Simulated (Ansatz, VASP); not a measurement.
# BAs in VASP and in Ansatz

Contents of INCAR:

```
SYSTEM = BAs
ALGO = Normal
EDIFF = 1E-7
EDIFFG = -0.08
ENCUT = 500
GGA = PE
GGA_COMPAT = .False.
IBRION = 2
ISIF = 3
ISMEAR = 0
LASPH = .True.
LCHARG = .False.
LREAL = .False.
LWAVE = .False.
NELM = 120
NELMIN = 4
NSW = 36
PREC = Accurate
SIGMA = 0.2
```

KPOINTS

```
k-points
0
Gamma
  7 7 7
  0 0 0
```

Contents of POSCAR:

```
BAs
1.0
    1.7435576000      1.0066434500      2.8305912100
   -1.7435576000      1.0066434500      2.8305912100
    0.0000000000     -2.0132869000      2.8305912100
B As
1 1
Direct
    0.0000000000      0.0000000000      0.0000000000
    0.5000000000      0.5000000000      0.5000000000
```

Input for Ansatz:

```yaml
crystal:
  lattice:
    - [1.7435576, 1.00664345, 2.83059121]
    - [-1.7435576, 1.00664345, 2.83059121]
    - [0.0, -2.0132869, 2.83059121]
  atoms:
    - { symbol: B, position: [0.0, 0.0, 0.0] }
    - { symbol: As, position: [0.5, 0.5, 0.5] }
basis:
  ecutwfc: 420
kpoints:
  mp_grid: { grid: [7, 7, 7] }
hamiltonian:
  xc: pbe
scf:
  occupations: { method: gaussian, width: 0.2 }
  lower_state_search: "off"
output:
  forces: true
  stress: true
  eigenvalues: true
relax:
  adjacent_minimum: "off"
  f_tol: 0.08
  max_steps: 16
  cell: { stress_tol: 0.8 }
```

Change from the starting cell: species swapped into the MnS type (R-3m, No. 166).

Alike in both runs: task relaxation of cell and atoms; functional PBE; k mesh 7 × 7 × 7; occupations gaussian, width 0.2 eV; no spin polarisation.

```csv
,VASP,Ansatz
version,VASP 6.6.1,Ansatz 0.2.0
potentials or method,"VASP PAW PBE potentials, release 64 (B, As), cutoff 500 eV","scalar-relativistic, plane waves, PAW"
valence electrons in the cell,8,18
```

Ansatz gave:

| Item | Value |
| --- | --- |
| gap on the k mesh at the Fermi level, each at its own relaxed structure (eV) | none |
| relaxed volume (Å³/atom) | 12.34 |
| relaxed cell length with the largest relative difference (Å) | 3.264 |

Problem. Which values does VASP return?

Solution. gap on the k mesh at the Fermi level, each at its own relaxed structure (eV): none; relaxed volume (Å³/atom): 12.35; relaxed cell length with the largest relative difference (Å): 3.264.

A gap of «none» marks a metal or a gap that the smearing closes. VASP's potentials hold 8 valence electrons a cell and Ansatz's 18, so a difference there can come from the potentials and not from the codes.

Noted on VASP's run: the volume moved by over 15 % at a fixed basis, so the end points are rough.
